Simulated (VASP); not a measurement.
Here is a VASP 6.6.1 calculation.

File INCAR:

```
PREC = Accurate
ENCUT = 520
EDIFF = 1E-6
ISMEAR = 0
SIGMA = 0.05
LREAL = False
LASPH = True
NELM = 80
ALGO = Normal
ISIF = 2
LWAVE = False
LCHARG = False
GGA = PE
NBANDS = 14
```

The input KPOINTS:

```
regular mesh
0
Gamma
  8 8 8
```

Contents of POSCAR:

```
NaF
1.0
    0.0000000000      2.2536010000      2.3233000000
    2.2536010000      0.0000000000      2.3233000000
    2.2536010000      2.2536010000      0.0000000000
Na F
1 1
Direct
    0.0000000000      0.0000000000      0.0000000000
    0.5000000000      0.5000000000      0.5000000000
```

Potentials or basis: VASP PAW PBE potentials, release 64 (Na_pv, F).

Launch:

```bash
$ cat potpaw_PBE.64/Na_pv/POTCAR potpaw_PBE.64/F/POTCAR > POTCAR
$ mpirun -np 1 vasp_std > vasp.out
```

What does it give for the pressure?

5.4 GPa.

Predict the band gap on the k mesh.

6.59 eV, direct.

Stress tensor (GPa, compression positive):
```
6.54 0.00 0.00
0.00 6.54 0.00
0.00 0.00 3.14
```

Caveat: the cell differs from its parent crystal (strain -0.030 along x and y, +0.000 along z).
